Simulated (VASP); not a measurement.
Set up this calculation in VASP 6.6.1, as the native input.

| Item | Value |
| --- | --- |
| Task | single point |
| Functional | PBEsol |
| Potentials or basis | VASP PAW PBE potentials, release 64 (Au) |
| Cutoff | 520 eV |
| k mesh | 20 × 20 × 20 |
| Occupations | gaussian, width 0.15 eV |
| Spin | no spin polarisation |
| Dipole correction | no |
| Further INCAR settings | ALGO = Normal; EDIFF = 1e-06; NBANDS = 12 |

The structure of Au lies in POSCAR:

```
Au
1.0
    0.0000000000      2.1477750000      2.0455000000
    2.1477750000      0.0000000000      2.0455000000
    2.1477750000      2.1477750000      0.0000000000
Au
1
Direct
    0.0000000000      0.0000000000      0.0000000000
```

This cell differs from its parent crystal: strain +0.050 along x and y, +0.000 along z.

One way to write it, as run:

INCAR

```
ALGO     = Normal         # electronic algorithm
EDIFF    = 1E-6           # SCF threshold, eV
ENCUT    = 520            # plane-wave cutoff, eV
GGA      = PS             # functional
ISIF     = 2              # what is computed and relaxed
ISMEAR   = 0              # smearing method
LASPH    = T              # aspherical terms in the spheres
LCHARG   = F              # write CHGCAR
LREAL    = F              # projectors in reciprocal space
LWAVE    = F              # write WAVECAR
NBANDS   = 12             # bands
NELM     = 80             # most SCF steps
PREC     = Accurate       # precision mode
SIGMA    = 0.15           # smearing width, eV
```

KPOINTS

```
k-points
0
Gamma
  20 20 20
```

Potentials or basis: VASP PAW PBE potentials, release 64 (Au).

Launch:

```sh
$ cat potpaw_PBE.64/Au/POTCAR > POTCAR
$ mpirun -np 1 vasp_std > vasp.out
```

Results of the run:

```yaml
Pressure: -13.5 GPa
```

Caveat: the cell differs from its parent crystal (strain +0.050 along x and y, +0.000 along z); the PAW data sets were made with another functional, which shifts forces and pressure a little.

It took 48 s on 1 thread of Intel(R) Xeon(R) Platinum 8488C (Sapphire Rapids) (shared host), peak memory 0.26 GiB.
